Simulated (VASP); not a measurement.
# FeCo (Wairauite) (Pm-3m) in VASP: notebook

The runs below take FeCo (Wairauite) through single point, with PBE.

All numbers are computed with VASP 6.6.1; they aren't measurements. Logs are shortened: lines on timing, memory, paths and dates and some standing lists are left out, and cuts for length are marked.

## Step 1: The cell of the first run

Symmetry: Pm-3m, No. 221, cubic system. Conventional cell: a = 2.857 Å, b = 2.857 Å, c = 2.857 Å, α = 90.00°, β = 90.00°, γ = 90.00°. Within 3.3 Å of Fe (site symmetry m-3m) lie 8 Co at 2.47 Å and 6 Fe at 2.86 Å. Co (site symmetry m-3m) has 8 Fe at 2.47 Å and 6 Co at 2.86 Å within 3.3 Å.

## Step 2: Single point, PBE, collinear spin, ferromagnetic start

Contents of INCAR:

```
SYSTEM = FeCo
  PREC = Accurate
  ENCUT = 600
  EDIFF = 1E-6
  ISMEAR = -1
  SIGMA = 0.05
  LREAL = .FALSE.
  LASPH = .TRUE.
  NELM = 200
  ALGO = Normal
  ISIF = 2
  LWAVE = .FALSE.
  LCHARG = .FALSE.
  ISPIN = 2
  MAGMOM = 3.5 2.5
  LORBIT = 11
  LMAXMIX = 4
  GGA = PE
  NBANDS = 20
  GGA_COMPAT = .FALSE.
```

Contents of KPOINTS:

```
Automatic mesh
0
G
  10 10 10
  0 0 0
```

Contents of POSCAR:

```
FeCo
1.0
    2.8570000000      0.0000000000      0.0000000000
    0.0000000000      2.8570000000      0.0000000000
    0.0000000000      0.0000000000      2.8570000000
Fe Co
1 1
Direct
    0.5000000000      0.5000000000      0.5000000000
    0.0000000000      0.0000000000      0.0000000000
```

Potentials or basis: VASP PAW PBE potentials, release 64 (Fe, Co).

The run is started by

```console
$ cat potpaw_PBE.64/Fe/POTCAR potpaw_PBE.64/Co/POTCAR > POTCAR
$ mpirun -np 1 vasp_std > vasp.out
```

OUTCAR:

```text
SYSTEM = FeCo
   PREC = Accurate
   ENCUT = 600
   EDIFF = 1E-6
   ISMEAR = -1
   LREAL = .FALSE.
   LASPH = .TRUE.
   NELM = 200
   ISIF = 2
   ISPIN = 2
   LORBIT = 11
   GGA = PE

 ion  position               nearest neighbor table
   1  0.500  0.500  0.500-   2 2.47   2 2.47   2 2.47   2 2.47   2 2.47   2 2.47   2 2.47   2 2.47

   2  0.000  0.000  0.000-   1 2.47   1 2.47   1 2.47   1 2.47   1 2.47   1 2.47   1 2.47   1 2.47

  LATTYP: Found a simple cubic cell.
 ALAT       =     2.8570000000

  Lattice vectors:

 A1 = (   2.8570000000,   0.0000000000,   0.0000000000)
 A2 = (   0.0000000000,   2.8570000000,   0.0000000000)
 A3 = (   0.0000000000,   0.0000000000,   2.8570000000)

Analysis of symmetry for initial positions (statically):
=====================================================================
 Subroutine PRICEL returns:
 Original cell was already a primitive cell.

 Routine SETGRP: Setting up the symmetry group for a
 simple cubic supercell.

 Subroutine GETGRP returns: Found 48 space group operations
 (whereof 48 operations were pure point group operations)
 out of a pool of 48 trial point group operations.

The static configuration has the point symmetry O_h .

Analysis of symmetry for dynamics (positions and initial velocities):
=====================================================================
 Subroutine PRICEL returns:
 Original cell was already a primitive cell.

 Routine SETGRP: Setting up the symmetry group for a
 simple cubic supercell.

 Subroutine GETGRP returns: Found 48 space group operations
 (whereof 48 operations were pure point group operations)
 out of a pool of 48 trial point group operations.

The dynamic configuration has the point symmetry O_h .

Analysis of structural, dynamic, and magnetic symmetry:
=====================================================================
 Subroutine PRICEL returns:
 Original cell was already a primitive cell.

 Routine SETGRP: Setting up the symmetry group for a
 simple cubic supercell.

 Subroutine GETGRP returns: Found 48 space group operations
 (whereof 48 operations were pure point group operations)
 out of a pool of 48 trial point group operations.

The overall configuration has the point symmetry O_h .

 Subroutine INISYM returns: Found 48 space group operations
 (whereof 48 operations are pure point group operations),
 and found     1 'primitive' translations

----------------------------------------------------------------------------------------

                                     Primitive cell

  volume of cell :      23.3201

  direct lattice vectors                    reciprocal lattice vectors
     2.857000000  0.000000000  0.000000000     0.350017501  0.000000000  0.000000000
     0.000000000  2.857000000  0.000000000     0.000000000  0.350017501  0.000000000
     0.000000000  0.000000000  2.857000000     0.000000000  0.000000000  0.350017501

  length of vectors
     2.857000000  2.857000000  2.857000000     0.350017501  0.350017501  0.350017501

  position of ions in fractional coordinates (direct lattice)
     0.500000000  0.500000000  0.500000000
     0.000000000  0.000000000  0.000000000

  ion indices of the primitive-cell ions
   primitive index   ion index
                 1           1
                 2           2

----------------------------------------------------------------------------------------

 KPOINTS: Automatic mesh

Automatic generation of k-mesh.
 Grid dimensions read from file:
 generate k-points for:   10   10   10

 Generating k-lattice:

  Cartesian coordinates                     Fractional coordinates (reciprocal lattice)
     0.035001750  0.000000000  0.000000000     0.100000000  0.000000000  0.000000000
     0.000000000  0.035001750  0.000000000     0.000000000  0.100000000  0.000000000
     0.000000000  0.000000000  0.035001750     0.000000000  0.000000000  0.100000000

  Length of vectors
     0.035001750  0.035001750  0.035001750

  Shift w.r.t. Gamma in fractional coordinates (k-lattice)
     0.000000000  0.000000000  0.000000000

 Subroutine IBZKPT returns following result:
 ===========================================

 Found     56 irreducible k-points:

 Following reciprocal coordinates:
            Coordinates               Weight
  0.000000  0.000000  0.000000      1.000000
  0.100000  0.000000  0.000000      6.000000
  0.200000  0.000000  0.000000      6.000000
  0.300000  0.000000  0.000000      6.000000
  0.400000  0.000000  0.000000      6.000000
  0.500000  0.000000  0.000000      3.000000
[... 16 lines left out ...]
  0.200000  0.100000  0.100000     24.000000
  0.300000  0.100000  0.100000     24.000000
 [... further k-points ...]
   k-points           NKPTS =     56   k-points in BZ     NKDIM =     56   number of bands    NBANDS=     20
   number of dos      NEDOS =    301   number of ions     NIONS =      2
   total plane-waves  NPLWV =  13824
   dimension x,y,z NGX =    24 NGY =   24 NGZ =   24
   dimension x,y,z NGXF=    48 NGYF=   48 NGZF=   48
   ions per type =               1   1
   NGX,Y,Z   is equivalent  to a cutoff of  13.97, 13.97, 13.97 a.u.
   NGXF,Y,Z  is equivalent  to a cutoff of  27.93, 27.93, 27.93 a.u.
 SYSTEM =  FeCo
   PREC   = accura    normal or accurate (medium, high low for compatibility)
   ISTART =      0    job   : 0-new  1-cont  2-samecut
   ICHARG =      2    charge: 1-file 2-atom 10-const
   ISPIN  =      2    spin polarized calculation?
   LNONCOLLINEAR =      F non collinear calculations
   LSORBIT =      F    spin-orbit coupling
   LASPH  =      T    aspherical Exc in radial PAW
   ENCUT  =  600.0 eV  44.10 Ry    6.64 a.u.   5.71  5.71  5.71*2*pi/ulx,y,z
   NELM   =    200;   NELMIN=  2; NELMDL= -5     # of ELM steps
   EDIFF  = 0.1E-05   stopping-criterion for ELM
   LREAL  =      F    real-space projection
   EDIFFG = 0.1E-04   stopping-criterion for IOM
   NSW    =      0    number of steps for IOM
   IBRION =     -1    ionic relax: 0-MD 1-quasi-New 2-CG
   NFREE  =      0    steps in history (QN), initial steepest desc. (CG)
   ISIF   =      2    stress and relaxation
   ISYM   =      2    0-nonsym 1-usesym 2-fastsym
   POTIM  = 0.5000    time-step for ionic-motion
   TEBEG  =    0.0;   TEEND  =   0.0 temperature during run
   PSTRESS=    0.0 pullay stress
   NELECT =      17.0000    total number of electrons
   NUPDOWN=      -1.0000    fix difference up-down
   EMIN   =  10.00;   EMAX   =-10.00  energy-range for DOS
   EFERMI =   0.00;   METHOD = LEGACY
   ISMEAR =    -1;   SIGMA  =   0.05  broadening in eV -4-tet -1-fermi 0-gaus
   EFERMI_NEDOS =   21; number of points for ismear=-14 and -15
   IALGO  =     38    algorithm
   IMIX   =      4    mixing-type and parameters
     AMIX     =   0.40;   BMIX     =  1.00
     AMIX_MAG =   1.60;   BMIX_MAG =  1.00
  volume/ion in A,a.u.               =      11.66        78.69
  Fermi-wavevector in a.u.,A,eV,Ry     =   1.473378  2.784281 29.536115  2.170843
  Thomas-Fermi vector in A             =   2.588279
   LORBIT       =     11    0 simple, 1 ext, 2 COOP (PROOUT), +10 PAW based schemes
   GGA     = PE    functional components
   LHFCALC =     F    Hartree Fock is set to
   AEXX    =    0.0000 exact exchange contribution
   IVDW    =     0    specifies the selected vdW correction
   LEPSILON=     F    determine dielectric tensor
   LRPA    =     F    only Hartree local field effects (RPA)
 spin polarized calculation
  energy-cutoff  :      600.00
  volume of cell :       23.32
 maximum number of plane-waves:       804
 NGX is ok and might be reduce to    24
   NGX = 11   NGY = 11   NGZ = 11

 number of electron      16.9999996 magnetization       4.5579558

 Free energy of the ion-electron system (eV)
  ---------------------------------------------------
  ext. energy  EPLUGINS =         0.00000000
  ---------------------------------------------------
  free energy    TOTEN  =       -15.40626619 eV

  energy without entropy =      -15.39487779  energy(sigma->0) =      -15.40057199

 E-fermi :   7.9373     XC(G=0): -12.9755

 val. band max:        7.8849089873   @ k =   0.5000   0.5000   0.0000
 cond. band min:       7.9562277191   @ k =   0.3000   0.2000   0.0000
 fundamental gap:      0.0713187319
 Fermi energy:         7.9373167861

 spin component 1

 k-point     1 :       0.0000    0.0000    0.0000
  band No.  band energies     occupation
      1      -1.0090      1.00000
      2       2.5894      1.00000
      3       2.5894      1.00000
      4       4.8411      1.00000
      5       4.8411      1.00000
      6       4.8411      1.00000
[... 12 lines left out ...]
     19      32.2863      0.00000
     20      32.2863      0.00000
[... 507 lines left out ...]
 k-point    24 :       0.3000    0.1000    0.1000
  band No.  band energies     occupation
      1       1.0112      1.00000
      2       3.2603      1.00000
      3       3.3460      1.00000
      4       4.6070      1.00000
      5       4.6181      1.00000
      6       5.3384      1.00000
[... 12 lines left out ...]
     19      31.0043      0.00000
     20      31.5990      0.00000

 [... further k-points ...]

 spin component 2

 k-point     1 :       0.0000    0.0000    0.0000
  band No.  band energies     occupation
      1      -0.8490      1.00000
      2       4.5086      1.00000
      3       4.5087      1.00000
      4       6.7765      1.00000
      5       6.7765      1.00000
      6       6.7765      1.00000
[... 12 lines left out ...]
     19      32.0531      0.00000
     20      32.0531      0.00000
[... 507 lines left out ...]
 k-point    24 :       0.3000    0.1000    0.1000
  band No.  band energies     occupation
      1       1.2264      1.00000
      2       4.8770      1.00000
      3       5.3523      1.00000
      4       6.4691      1.00000
      5       6.5013      1.00000
      6       7.1005      1.00000
[... 12 lines left out ...]
     19      31.2007      0.00000
     20      32.1679      0.00000

 [... further k-points ...]

------------------------ aborting loop because EDIFF is reached ----------------------------------------

  FORCE on cell =-STRESS in cart. coord.  units (eV):
  Direction    XX          YY          ZZ          XY          YZ          ZX
  --------------------------------------------------------------------------------------
  -------------------------------------------------------------------------------------
  Total       -0.4088978     -0.4088978     -0.4088978     -0.0000000     -0.0000000      0.0000000
  in kB      -28.0927719    -28.0927719    -28.0927719     -0.0000000     -0.0000000      0.0000000
  external PRESSURE =     -28.0927719 kB  Pullay stress =       0.0000000 kB

 VOLUME and BASIS-vectors are now :
 -----------------------------------------------------------------------------
  energy-cutoff  :      600.00
  volume of cell :       23.32
      direct lattice vectors                 reciprocal lattice vectors
     2.857000000  0.000000000  0.000000000     0.350017501  0.000000000  0.000000000
     0.000000000  2.857000000  0.000000000     0.000000000  0.350017501  0.000000000
     0.000000000  0.000000000  2.857000000     0.000000000  0.000000000  0.350017501

 POSITION                                       TOTAL-FORCE (eV/Angst)
 -----------------------------------------------------------------------------------
      1.42850      1.42850      1.42850         0.000000      0.000000      0.000000
      0.00000      0.00000      0.00000         0.000000      0.000000      0.000000
 -----------------------------------------------------------------------------------
    total drift:                                0.000000      0.000000     -0.000000

  FREE ENERGIE OF THE ION-ELECTRON SYSTEM (eV)
  ---------------------------------------------------
  free  energy   TOTEN  =       -15.4062661941 eV

  energy  without entropy=      -15.3948777927  energy(sigma->0) =      -15.40057199

 total charge

# of ion       s       p       d       tot
------------------------------------------
    1        0.469   0.518   6.137   7.124
    2        0.478   0.502   7.231   8.211
--------------------------------------------------
tot          0.947   1.021  13.368  15.336

 magnetization (x)

# of ion       s       p       d       tot
------------------------------------------
    1        0.003  -0.040   2.844   2.807
    2       -0.011  -0.050   1.831   1.770
--------------------------------------------------
tot         -0.008  -0.089   4.674   4.577
```

Wall time 55 s (1 thread of Intel Xeon Platinum 8259CL at 2.50GHz (Skylake/Cascade Lake), shared host); peak memory 0.18 GiB.

Results:

- Free energy: -15.4063 eV
- Pressure: -2.8 GPa
- Net moment: 4.56 μB per cell
- Site moments: Fe +2.81; Co +1.77 μB
- Valence electrons inside the program's atomic spheres: Fe 7.12; Co 8.21

## Step 3: Single point, PBE, collinear spin, ferrimagnetic start

Contents of INCAR:

```
SYSTEM = FeCo
PREC = Accurate
ENCUT = 600
EDIFF = 1E-6
ISMEAR = -1
SIGMA = 0.05
LREAL = .FALSE.
LASPH = .TRUE.
NELM = 200
ALGO = Normal
ISIF = 2
LWAVE = .FALSE.
LCHARG = .TRUE.
ISPIN = 2
MAGMOM = 3.5 -2.5
LORBIT = 11
LMAXMIX = 4
GGA = PE
LELF = .TRUE.
LVHAR = .TRUE.
NBANDS = 20
GGA_COMPAT = .FALSE.
```

KPOINTS is that of step 2.

POSCAR is that of step 2.

Potentials or basis: VASP PAW PBE potentials, release 64 (Fe, Co).

The run is started by

```console
$ cat potpaw_PBE.64/Fe/POTCAR potpaw_PBE.64/Co/POTCAR > POTCAR
$ mpirun -np 1 vasp_std > vasp.out
```

It took 2.3 min on 1 thread of Intel Xeon Platinum 8259CL at 2.50GHz (Skylake/Cascade Lake), shared host; peak memory 0.19 GiB.

Results (log left out):

- Free energy: -14.2820 eV
- Pressure: -14.7 GPa
- Net moment: -0.34 μB per cell
- Site moments: Fe +0.95; Co -1.29 μB
- Valence electrons inside the program's atomic spheres: Fe 7.17; Co 8.18

Levels at points of the mesh, in eV from the Fermi level:
Spin up:
```
           k point  band 4  band 5  band 6  band 7  band 8  band 9  band 10  band 11  band 12  band 13
(0.00, 0.00, 0.00)   -1.65   -1.65   -1.65    0.00    0.00    0.62     0.62     0.62     9.61     9.61
(0.50, 0.00, 0.00)   -1.54   -1.40   -1.40   -1.13   -1.13   -0.64    -0.43     0.69     1.16    16.56
(0.50, 0.50, 0.00)   -2.69   -0.35   -0.21    0.11    0.40    0.40     0.50     0.87     0.87     7.11
(0.50, 0.50, 0.50)   -2.48   -2.48   -2.48   -0.17   -0.17    0.54     0.54     8.42     8.42     8.42
```
Spin down:
| k point | band 4 | band 5 | band 6 | band 7 | band 8 | band 9 | band 10 | band 11 | band 12 | band 13 |
| --- | --- | --- | --- | --- | --- | --- | --- | --- | --- | --- |
| (0.00, 0.00, 0.00) | -1.96 | -1.96 | -1.96 | -0.28 | -0.28 | 0.82 | 0.82 | 0.82 | 9.61 | 9.61 |
| (0.50, 0.00, 0.00) | -2.02 | -2.02 | -1.43 | -1.41 | -0.61 | -0.61 | -0.36 | 0.23 | 1.60 | 16.48 |
| (0.50, 0.50, 0.00) | -2.89 | -1.37 | -0.89 | 0.10 | 0.38 | 0.38 | 0.88 | 0.96 | 0.96 | 7.08 |
| (0.50, 0.50, 0.50) | -2.29 | -2.29 | -2.29 | -1.34 | -1.34 | 0.91 | 0.91 | 8.26 | 8.26 | 8.26 |
